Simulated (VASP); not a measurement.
# BP (F-43m) in VASP: notebook

Aim: see how the results for BP move with the level of theory and the settings. Levels: LDA, revPBE. Tasks: single point.

Program: VASP 6.6.1. These are calculated values, not measurements. Logs are shortened: lines on timing, memory, paths and dates and some standing lists are left out, and cuts for length are marked.

## Step 1: The cell of the first run

It takes space group F-43m (No. 216, cubic). Conventional cell: a = 4.445 Å, b = 4.445 Å, c = 4.445 Å, α = 90.00°, β = 90.00°, γ = 90.00°. P (site symmetry -43m) has 4 B at 1.92 Å within 2.6 Å. Within 2.6 Å of B (site symmetry -43m) lie 4 P at 1.92 Å.

## Step 2: Single point, LDA

Input file INCAR:

```
SYSTEM = BP
PREC = Accurate
ENCUT = 520
EDIFF = 1E-7
ISMEAR = -1
SIGMA = 0.05
LREAL = .FALSE.
LASPH = .TRUE.
NELM = 80
ALGO = Normal
ISIF = 2
LWAVE = .FALSE.
LCHARG = .FALSE.
NBANDS = 11
```

Input file KPOINTS:

```
Automatic mesh
0
G
  10 10 10
  0 0 0
```

Input file POSCAR:

```
BP
1.0
    0.0000000000      2.2226808807      2.2226808807
    2.2226808807      0.0000000000      2.2226808807
    2.2226808807      2.2226808807      0.0000000000
P B
1 1
Direct
    0.7500000000      0.7500000000      0.7500000000
    0.0000000000      0.0000000000      0.0000000000
```

Potentials or basis: VASP PAW LDA potentials, release 64 (P, B).

Command:

```sh
$ cat potpaw_LDA.64/P/POTCAR potpaw_LDA.64/B/POTCAR > POTCAR
$ mpirun -np 1 vasp_std > vasp.out
```

OUTCAR:

```text
SYSTEM = BP
   PREC = Accurate
   ENCUT = 520
   EDIFF = 1E-7
   ISMEAR = -1
   LREAL = .FALSE.
   LASPH = .TRUE.
   NELM = 80
   ISIF = 2

 ion  position               nearest neighbor table
   1  0.750  0.750  0.750-   2 1.92   2 1.92   2 1.92   2 1.92
   2  0.000  0.000  0.000-   1 1.92   1 1.92   1 1.92   1 1.92

  LATTYP: Found a face centered cubic cell.
 ALAT       =     4.4453617614

  Lattice vectors:

 A1 = (   0.0000000000,   2.2226808807,   2.2226808807)
 A2 = (   2.2226808807,   0.0000000000,   2.2226808807)
 A3 = (   2.2226808807,   2.2226808807,   0.0000000000)

Analysis of symmetry for initial positions (statically):
=====================================================================
 Subroutine PRICEL returns:
 Original cell was already a primitive cell.

 Routine SETGRP: Setting up the symmetry group for a
 face centered cubic supercell.

 Subroutine GETGRP returns: Found 24 space group operations
 (whereof 24 operations were pure point group operations)
 out of a pool of 48 trial point group operations.

The static configuration has the point symmetry T_d .

Analysis of symmetry for dynamics (positions and initial velocities):
=====================================================================
 Subroutine PRICEL returns:
 Original cell was already a primitive cell.

 Routine SETGRP: Setting up the symmetry group for a
 face centered cubic supercell.

 Subroutine GETGRP returns: Found 24 space group operations
 (whereof 24 operations were pure point group operations)
 out of a pool of 48 trial point group operations.

The dynamic configuration has the point symmetry T_d .

 Subroutine INISYM returns: Found 24 space group operations
 (whereof 24 operations are pure point group operations),
 and found     1 'primitive' translations

----------------------------------------------------------------------------------------

                                     Primitive cell

  volume of cell :      21.9615

  direct lattice vectors                    reciprocal lattice vectors
     0.000000000  2.222680881  2.222680881    -0.224953570  0.224953570  0.224953570
     2.222680881  0.000000000  2.222680881     0.224953570 -0.224953570  0.224953570
     2.222680881  2.222680881  0.000000000     0.224953570  0.224953570 -0.224953570

  length of vectors
     3.143345446  3.143345446  3.143345446     0.389631013  0.389631013  0.389631013

  position of ions in fractional coordinates (direct lattice)
     0.750000000  0.750000000  0.750000000
     0.000000000  0.000000000  0.000000000

[... 74 lines left out ...]
   ENCUT  =  520.0 eV  38.22 Ry    6.18 a.u.   5.84  5.84  5.84*2*pi/ulx,y,z
   NELM   =     80;   NELMIN=  2; NELMDL= -5     # of ELM steps
   EDIFF  = 0.1E-06   stopping-criterion for ELM
   LREAL  =      F    real-space projection
   EDIFFG = 0.1E-05   stopping-criterion for IOM
   NSW    =      0    number of steps for IOM
   IBRION =     -1    ionic relax: 0-MD 1-quasi-New 2-CG
   NFREE  =      0    steps in history (QN), initial steepest desc. (CG)
   ISIF   =      2    stress and relaxation
   ISYM   =      2    0-nonsym 1-usesym 2-fastsym
   POTIM  = 0.5000    time-step for ionic-motion
   TEBEG  =    0.0;   TEEND  =   0.0 temperature during run
   PSTRESS=    0.0 pullay stress
   NELECT =       8.0000    total number of electrons
   NUPDOWN=      -1.0000    fix difference up-down
   EMIN   =  10.00;   EMAX   =-10.00  energy-range for DOS
[... 5 lines left out ...]
     AMIX     =   0.40;   BMIX     =  1.00
     AMIX_MAG =   1.60;   BMIX_MAG =  1.00
  volume/ion in A,a.u.               =      10.98        74.10
  Fermi-wavevector in a.u.,A,eV,Ry     =   1.169188  2.209445 18.599175  1.367001
  Thomas-Fermi vector in A             =   2.305664
   LORBIT       =      0    0 simple, 1 ext, 2 COOP (PROOUT), +10 PAW based schemes
   GGA     = CA    functional components
   LHFCALC =     F    Hartree Fock is set to
   AEXX    =    0.0000 exact exchange contribution
   IVDW    =     0    specifies the selected vdW correction
   LEPSILON=     F    determine dielectric tensor
   LRPA    =     F    only Hartree local field effects (RPA)
 non-spin polarized calculation
  energy-cutoff  :      520.00
  volume of cell :       21.96
 maximum number of plane-waves:       609
   NGX = 11   NGY = 11   NGZ = 11

 number of electron       8.0000000 magnetization

 Free energy of the ion-electron system (eV)
  ---------------------------------------------------
  ext. energy  EPLUGINS =         0.00000000
  ---------------------------------------------------
  free energy    TOTEN  =       -14.38797982 eV

  energy without entropy =      -14.38797965  energy(sigma->0) =      -14.38797974

 E-fermi :   8.6973     XC(G=0): -11.3452

 val. band max:        8.1593013080   @ k =   0.0000   0.0000   0.0000
 cond. band min:       9.2744592249   @ k =   0.4000   0.4000   0.0000
 fundamental gap:      1.1151579168
 Fermi energy:         8.6973133290

 k-point     1 :       0.0000    0.0000    0.0000
  band No.  band energies     occupation
      1      -7.7858      2.00000
      2       8.1593      1.99996
      3       8.1593      1.99996
      4       8.1593      1.99996
      5      11.6413      0.00000
      6      11.6413      0.00000
      7      11.6413      0.00000
      8      16.4894      0.00000
      9      19.8664      0.00000
     10      20.5270      0.00000
     11      20.5270      0.00000
[... 309 lines left out ...]
 k-point    24 :       0.4000    0.3000    0.0000
  band No.  band energies     occupation
      1      -4.6878      2.00000
      2       1.9401      2.00000
      3       3.8856      2.00000
      4       4.4602      2.00000
      5       9.8801      0.00000
      6      11.6881      0.00000
      7      17.9729      0.00000
      8      18.0318      0.00000
      9      22.7265      0.00000
     10      23.8040      0.00000
     11      25.9297      0.00000

 [... further k-points ...]
[... 5 lines left out ...]
  --------------------------------------------------------------------------------------
  -------------------------------------------------------------------------------------
  Total        0.7533551      0.7533551      0.7533551      0.0000000     -0.0000000      0.0000000
  in kB       54.9602845     54.9602845     54.9602845      0.0000000     -0.0000000      0.0000000
  external PRESSURE =      54.9602845 kB  Pullay stress =       0.0000000 kB

 VOLUME and BASIS-vectors are now :
 -----------------------------------------------------------------------------
  energy-cutoff  :      520.00
  volume of cell :       21.96
      direct lattice vectors                 reciprocal lattice vectors
     0.000000000  2.222680881  2.222680881    -0.224953570  0.224953570  0.224953570
     2.222680881  0.000000000  2.222680881     0.224953570 -0.224953570  0.224953570
     2.222680881  2.222680881  0.000000000     0.224953570  0.224953570 -0.224953570

 POSITION                                       TOTAL-FORCE (eV/Angst)
 -----------------------------------------------------------------------------------
      3.33402      3.33402      3.33402         0.000000      0.000000      0.000000
      0.00000      0.00000      0.00000        -0.000000     -0.000000     -0.000000
 -----------------------------------------------------------------------------------
    total drift:                                0.000000      0.000000     -0.000000

  FREE ENERGIE OF THE ION-ELECTRON SYSTEM (eV)
  ---------------------------------------------------
  free  energy   TOTEN  =       -14.3879798168 eV

  energy  without entropy=      -14.3879796550  energy(sigma->0) =      -14.38797974
```

OSZICAR:

```text
N       E                     dE             d eps       ncg     rms          rms(c)
DAV:   1     0.879948147528E+01    0.87995E+01   -0.40425E+03  1034   0.660E+02
DAV:   2    -0.147051645215E+02   -0.23505E+02   -0.22379E+02  1329   0.110E+02
DAV:   3    -0.153615578491E+02   -0.65639E+00   -0.65494E+00  1332   0.166E+01
DAV:   4    -0.153640828463E+02   -0.25250E-02   -0.25248E-02  1165   0.119E+00
DAV:   5    -0.153640956986E+02   -0.12852E-04   -0.12852E-04  1283   0.848E-02    0.803E+00
DAV:   6    -0.145351863871E+02    0.82891E+00   -0.18073E+00  1172   0.596E+00    0.421E+00
DAV:   7    -0.144011049500E+02    0.13408E+00   -0.32086E-01  1283   0.283E+00    0.136E+00
DAV:   8    -0.143879341490E+02    0.13171E-01   -0.33762E-02  1204   0.101E+00    0.242E-01
DAV:   9    -0.143879840227E+02   -0.49874E-04   -0.81476E-04  1205   0.203E-01    0.176E-01
DAV:  10    -0.143879779703E+02    0.60524E-05   -0.12503E-04  1130   0.635E-02    0.369E-02
DAV:  11    -0.143879803079E+02   -0.23376E-05   -0.91583E-06  1277   0.150E-02    0.465E-02
DAV:  12    -0.143879798109E+02    0.49693E-06   -0.29672E-06  1184   0.729E-03    0.178E-02
DAV:  13    -0.143879798168E+02   -0.59215E-08   -0.77451E-08   655   0.192E-03
   1 F= -.14387980E+02 E0= -.14387980E+02  d E =-.161865E-06
```

stdout:

```text
POSCAR found type information on POSCAR P B
 POSCAR found :  2 types and       2 ions
 scaLAPACK will be used
 LDA part: xc-table for (Slater(with rela. corr.)+CA(PZ))
 , standard interpolation
 POSCAR, INCAR and KPOINTS ok, starting setup
 FFT: planning ... GRIDC
 FFT: planning ... GRID_SOFT
 FFT: planning ... GRID
 WAVECAR not read
 entering main loop
```

Wall time 4.6 s (1 thread of Intel Xeon 6975P-C, shared host); peak memory 0.12 GiB.

Results:

```
Free energy            : -14.3880 eV
Pressure               : 5.5 GPa
Band gap on the k mesh : 1.12 eV, indirect (least direct gap 3.48 eV)
```

A k mesh can miss the band edges. A hybrid or GW would open this gap; LDA tends to underestimate it.

## Step 3: Single point, LDA

This run uses another cell than the first one, of 11.21 Å³/atom, 1.021 times its volume.

Input file INCAR:

```
PREC     = Accurate       # precision mode
ENCUT    = 520            # plane-wave cutoff, eV
EDIFF    = 1E-6           # SCF threshold, eV
ISMEAR   = -1             # smearing method
SIGMA    = 0.05           # smearing width, eV
LREAL    = False          # projectors in reciprocal space
LASPH    = True           # aspherical terms in the spheres
NELM     = 80             # most SCF steps
ALGO     = Normal         # electronic algorithm
ISIF     = 2              # what is computed and relaxed
LWAVE    = False          # write WAVECAR
LCHARG   = True           # write CHGCAR
GGA      = CA             # functional
LELF     = True           # ELF
LVHAR    = True         
NBANDS   = 11             # bands
```

Input file KPOINTS:

```
Automatic mesh
0
Gamma
  10 10 10
```

Input file POSCAR:

```
BP
1.0
    0.0000000000      2.2383340787      2.2383340787
    2.2383340787      0.0000000000      2.2383340787
    2.2383340787      2.2383340787      0.0000000000
P B
1 1
Direct
    0.7500000000      0.7500000000      0.7500000000
    0.0000000000      0.0000000000      0.0000000000
```

Potentials or basis: VASP PAW LDA potentials, release 64 (P, B).

Command:

```sh
$ cat potpaw_LDA.64/P/POTCAR potpaw_LDA.64/B/POTCAR > POTCAR
$ mpirun -np 1 vasp_std > vasp.out
```

Wall time 5.1 s (1 thread of Intel Xeon 6975P-C, shared host); peak memory 0.13 GiB.

It converged, with:

| Item | Value |
| --- | --- |
| Free energy | -14.3984 eV |
| Pressure | 1.5 GPa |
| Band gap on the k mesh | 1.14 eV, indirect (least direct gap 3.44 eV) |

Levels at points of the mesh, in eV from the valence-band top:
```tsv
k point	band 2	band 3	band 4	band 5	band 6	band 7
(0.00, 0.00, 0.00)	0.00	0.00	0.00	3.44	3.44	3.44
(0.50, 0.00, 0.00)	-9.30	-1.80	-1.80	4.03	4.71	4.71
(0.50, 0.50, 0.00)	-8.69	-4.25	-4.25	1.23	1.52	12.38
```

A k mesh can miss the band edges. A hybrid or GW would open this gap; LDA tends to underestimate it.

## Step 4: Single point, revPBE

This run uses another cell than the first one, of 11.45 Å³/atom, 1.043 times its volume.

Input file INCAR:

```
  PREC = Accurate
  ENCUT = 520
  EDIFF = 1E-6
  ISMEAR = -1
  SIGMA = 0.05
  LREAL = F
  LASPH = T
  NELM = 80
  ALGO = Normal
  ISIF = 2
  LWAVE = F
  LCHARG = T
  GGA = RE
  LELF = T
  LVHAR = T
  NBANDS = 11
```

Input file KPOINTS:

```
regular mesh
0
Gamma
  10 10 10
```

Input file POSCAR:

```
BP
1.0
    0.0000000000      2.2537713532      2.2537713532
    2.2537713532      0.0000000000      2.2537713532
    2.2537713532      2.2537713532      0.0000000000
P B
1 1
Direct
    0.7500000000      0.7500000000      0.7500000000
    0.0000000000      0.0000000000      0.0000000000
```

Potentials or basis: VASP PAW PBE potentials, release 64 (P, B).

Command:

```sh
$ cat potpaw_PBE.64/P/POTCAR potpaw_PBE.64/B/POTCAR > POTCAR
$ mpirun -np 1 vasp_std > vasp.out
```

It took 6.5 s on 1 thread of Intel Xeon 6975P-C, shared host; peak memory 0.13 GiB.

It converged, with:

```yaml
Free_energy: -12.3687 eV
Pressure: 6.4 GPa
Band_gap_on_the_k_mesh: 1.21 eV, indirect (least direct gap 3.42 eV)
```

Levels at points of the mesh, in eV from the valence-band top:
```
           k point  band 1  band 2  band 3  band 4  band 5  band 6  band 7  band 8
(0.00, 0.00, 0.00)  -15.66    0.00    0.00    0.00    3.42    3.42    3.42    7.71
(0.50, 0.00, 0.00)  -12.26   -9.19   -1.78   -1.78    3.90    4.72    4.72   10.26
(0.50, 0.50, 0.00)  -10.68   -8.72   -4.19   -4.19    1.28    1.67   12.35   12.35
```

Caveat: the PAW data sets were made with another functional, which shifts forces and pressure a little.

## Step 5: Summary

```csv
level,potentials or basis,cell,gap on the mesh (eV),pressure (GPa)
LDA,"VASP PAW LDA potentials, release 64 (P, B)","a = 3.143 Å, angles 60.0°, 2 atoms",1.12,5.5
LDA,"VASP PAW LDA potentials, release 64 (P, B)","a = 3.165 Å, angles 60.0°, 2 atoms",1.14,1.5
revPBE,"VASP PAW PBE potentials, release 64 (P, B)","a = 3.187 Å, angles 60.0°, 2 atoms",1.21,6.4
```

Alike in all rows: task single point; no spin polarisation; k mesh 10 × 10 × 10; cutoff (eV) 520; smearing fermi-dirac 0.05 eV.

Caveats: the PAW data sets were made with another functional, which shifts forces and pressure a little (some runs).

Absolute energies hang on the potentials; compare differences alone.
